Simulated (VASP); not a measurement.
Input of a VASP 6.6.1 run:

Contents of INCAR:

```
ALGO = Normal ; EDIFF = 1E-6
ENCUT = 520 ; GGA = PE
ISIF = 2 ; ISMEAR = -1
LASPH = T ; LCHARG = F
LREAL = F ; LWAVE = F
NBANDS = 8 ; NELM = 60
PREC = Accurate ; SIGMA = 0.13605693000000002
```

The input KPOINTS:

```
k-points
0
Gamma
  18 18 18
```

POSCAR

```
N
1.0
   -1.2190815447      1.2190815447      1.2190815447
    1.2190815447     -1.2190815447      1.2190815447
    1.2190815447      1.2190815447     -1.2190815447
N
1
Direct
    0.0000000000      0.0000000000      0.0000000000
```

Potentials or basis: VASP PAW PBE potentials, release 64 (N).

The run is started by

```console
$ cat potpaw_PBE.64/N/POTCAR > POTCAR
$ mpirun -np 1 vasp_std > vasp.out
```

Question: What does it give for the band gap on the k mesh?

Answer: Zero (an odd number of electrons rules out a gap without spin polarisation).

Question: Predict the pressure.

Answer: -0.4 GPa.
